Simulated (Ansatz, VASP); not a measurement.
**Cd3N2: VASP beside Ansatz**

```
Cd N
1.0
     6.45866    0.00000    0.00000
    -3.22933    5.59336    0.00000
     0.00000    0.00000    4.00755
Cd N
3 2
Direct
  0.50000 0.00000 0.00000
  0.00000 0.50000 0.00000
  0.50000 0.50000 0.00000
  0.00000 0.00000 0.63846
  0.00000 0.00000 0.36154
```

Alike in both runs: task relaxation of cell and atoms; functional PBE; k mesh 6 × 6 × 8; occupations gaussian, width 0.1 eV; no spin polarisation.

|  | VASP | Ansatz |
| --- | --- | --- |
| version | VASP 6.6.1 | Ansatz 0.2.0 |
| potentials or method | VASP PAW PBE potentials, release 64 (Cd, N), cutoff 600 eV | scalar-relativistic, plane waves, PAW |
| valence electrons in the cell | 46 | 70 |

```tsv
	VASP	Ansatz	Ansatz less VASP
gap on the k mesh at the Fermi level, each at its own relaxed structure (eV)	none	none	-
relaxed volume (Å³/atom)	28.43	29.06	+0.632
relaxed cell length with the largest relative difference (Å)	3.975	4.023	+0.0477
```

A gap of «none» marks a metal or a gap that the smearing closes. VASP's potentials hold 46 valence electrons a cell and Ansatz's 70, so a difference there can come from the potentials and not from the codes.

Noted on VASP's run: the standard files for N, O and F lose accuracy on very short bonds.
